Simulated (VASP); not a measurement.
Runs of VASP 6.6.1 on KI. The structure is that of space group F-43m (No. 216), or close to it. The cells are those of the table. 

| level | cell | k mesh | gap on the mesh (eV) | pressure (GPa) |
| --- | --- | --- | --- | --- |
| r2SCAN | a = 5.664 Å, angles 60.0°, 2 atoms | 6 × 6 × 6 | 4.43 | -0.2 |
| PBE | a = 5.764 Å, angles 60.0°, 2 atoms | 4 × 4 × 4 | 3.80 | (a) |
| r2SCAN | a = 5.494 Å, angles 60.0°, 2 atoms | 6 × 6 × 6 | 4.55 | 0.6 |
| PBE | a = 5.653 Å, angles 60.0°, 2 atoms | 4 × 4 × 4 | 3.89 | 0.0 |
| PBE | a = 5.538 Å, angles 60.0°, 2 atoms | 4 × 4 × 4 | (b) | 0.5 |
| r2SCAN | a = 5.552 Å, angles 60.0°, 2 atoms | 6 × 6 × 6 | 4.51 | 0.3 |
| PBE | a = 5.596 Å, angles 60.0°, 2 atoms | 4 × 4 × 4 | 3.94 | 0.2 |
| PBE | a = 5.609 Å, angles 60.0°, 2 atoms | 6 × 6 × 6 | 3.93 | 0.2 |

Alike in all rows: task single point; potentials or basis VASP PAW PBE potentials, release 64 (K_sv, I); no spin polarisation; cutoff (eV) 520; smearing gaussian 0.01 eV.

Fill in the values left out.

(a) -0.4; (b) 3.99.

Caveats: spin-orbit coupling is left out, which moves the levels of the heavy elements; the PAW data sets were made with another functional, which shifts forces and pressure a little (some runs).

A k mesh can miss the band edges, and the runs leave out spin-orbit coupling on I.
